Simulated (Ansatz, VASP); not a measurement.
SnO2: VASP beside Ansatz

The input INCAR:

```
PREC = Accurate
ENCUT = 520
EDIFF = 1E-6
ISMEAR = 0
SIGMA = 0.05
LREAL = False
LASPH = True
NELM = 80
ALGO = Normal
ISIF = 2
LWAVE = False
LCHARG = False
GGA = PE
IVDW = 12
NBANDS = 64
```

Contents of KPOINTS:

```
regular mesh
0
Gamma
  6 6 6
```

File POSCAR:

```
SnO2
1.0
    3.2373377712      1.8690778337      4.2908446647
   -3.2373377712      1.8690778337      4.2908446647
    0.0000000000     -3.7381556673      4.2908446647
Sn O
4 8
Direct
    0.8695992344      0.8623687695      0.8623687699
    0.3695792393      0.3624028153      0.8623800497
    0.3695792393      0.8623800494      0.3624028156
    0.8695985591      0.3623932505      0.3623932509
    0.1157081575      0.6239493830      0.6239493708
    0.6156247645      0.1239339938      0.6239269391
    0.6156247645      0.6239269514      0.1239339816
    0.5783403881      0.6234358203      0.6234358300
    0.1156812877      0.1239396914      0.1239396792
    0.0782524683      0.1234815503      0.6234467996
    0.0782524683      0.6234467899      0.1234815600
    0.5782957912      0.1234417584      0.1234417681
```

Input for Ansatz:

```yaml
crystal:
  lattice:
    - [3.2373377712, 1.8690778337, 4.2908446647]
    - [-3.2373377712, 1.8690778337, 4.2908446647]
    - [0.0, -3.7381556673, 4.2908446647]
  atoms:
    - { symbol: Sn, position: [0.8695992344, 0.8623687695, 0.8623687699] }
    - { symbol: Sn, position: [0.3695792393, 0.3624028153, 0.8623800497] }
    - { symbol: Sn, position: [0.3695792393, 0.8623800494, 0.3624028156] }
    - { symbol: Sn, position: [0.8695985591, 0.3623932505, 0.3623932509] }
    - { symbol: O, position: [0.1157081575, 0.623949383, 0.6239493708] }
    - { symbol: O, position: [0.6156247645, 0.1239339938, 0.6239269391] }
    - { symbol: O, position: [0.6156247645, 0.6239269514, 0.1239339816] }
    - { symbol: O, position: [0.5783403881, 0.6234358203, 0.62343583] }
    - { symbol: O, position: [0.1156812877, 0.1239396914, 0.1239396792] }
    - { symbol: O, position: [0.0782524683, 0.1234815503, 0.6234467996] }
    - { symbol: O, position: [0.0782524683, 0.6234467899, 0.12348156] }
    - { symbol: O, position: [0.5782957912, 0.1234417584, 0.1234417681] }
basis:
  ecutwfc: 520.0
kpoints:
  mp_grid: { grid: [6, 6, 6] }
hamiltonian:
  xc: pbe
  pseudopotentials: { kind: paw, azcp: { folder: soft_1 } }
  dispersion: d3bj
scf:
  occupations: { method: gaussian, width: 0.05 }
output:
  forces: true
  stress: true
  eigenvalues: true
```

Change from the starting cell: mode 20 frozen in at -0.100 Å and mode 26 at +0.069 Å (largest displacements).

Alike in both runs: task single point; functional PBE; dispersion D3(BJ); k mesh 6 × 6 × 6; occupations gaussian, width 0.05 eV; no spin polarisation.

|  | VASP | Ansatz |
| --- | --- | --- |
| version | VASP 6.6.1 | Ansatz 0.2.0 |
| potentials or method | VASP PAW PBE potentials, release 64 (Sn_d, O), cutoff 520 eV | scalar-relativistic, plane waves, PAW |
| valence electrons in the cell | 104 | 104 |

|  | VASP | Ansatz | Ansatz less VASP |
| --- | --- | --- | --- |
| gap on the k mesh at the Fermi level (eV) | 1.51 | 1.54 | +0.021 |
| least direct gap on the mesh (eV) | 1.51 | 1.54 | +0.021 |
| pressure (GPa) | 2.8 | 2.1 | -0.68 |
| traceless stress, the component that is largest in VASP (GPa) | 3.80 | 3.75 | -0.052 |
| rms of the force components (eV/Å) | 0.681 | 0.659 | -0.0218 |

Atom by atom the forces differ by 0.033 eV/Å (rms over components).
